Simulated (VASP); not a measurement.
Here is a VASP 6.6.1 calculation.

File INCAR:

```
PREC     = Accurate       # precision mode
ENCUT    = 520            # plane-wave cutoff, eV
EDIFF    = 1E-8           # SCF threshold, eV
ISMEAR   = -1             # smearing method
SIGMA    = 0.03           # smearing width, eV
LREAL    = F              # projectors in reciprocal space
LASPH    = T              # aspherical terms in the spheres
NELM     = 80             # most SCF steps
ALGO     = Normal         # electronic algorithm
ISIF     = 2              # what is computed and relaxed
LWAVE    = F              # write WAVECAR
LCHARG   = F              # write CHGCAR
GGA      = CA             # functional
LEFG     = T            
NBANDS   = 18             # bands
```

KPOINTS

```
regular mesh
0
Gamma
  12 12 12
```

Contents of POSCAR:

```
ZnAg
1.0
    3.1875600000      0.0000000000      0.0000000000
    0.0000000000      3.1875600000      0.0000000000
    0.0000000000      0.0000000000      3.1560000000
Zn Ag
1 1
Direct
    0.5000000000      0.5000000000      0.5000000000
    0.0000000000      0.0000000000      0.0000000000
```

Potentials or basis: VASP PAW LDA potentials, release 64 (Zn, Ag).

Launch:

```bash
$ cat potpaw_LDA.64/Zn/POTCAR potpaw_LDA.64/Ag/POTCAR > POTCAR
$ mpirun -np 1 vasp_std > vasp.out
```

(1) What does it give for the pressure?

## Answers

(1) -9.3 GPa.

Caveat: the cell differs from its parent crystal (equal xx and yy strain of +1 %); without QUAD_EFG the Cq values of the log hold for a quadrupole moment of 1 mb, not for the nuclei.
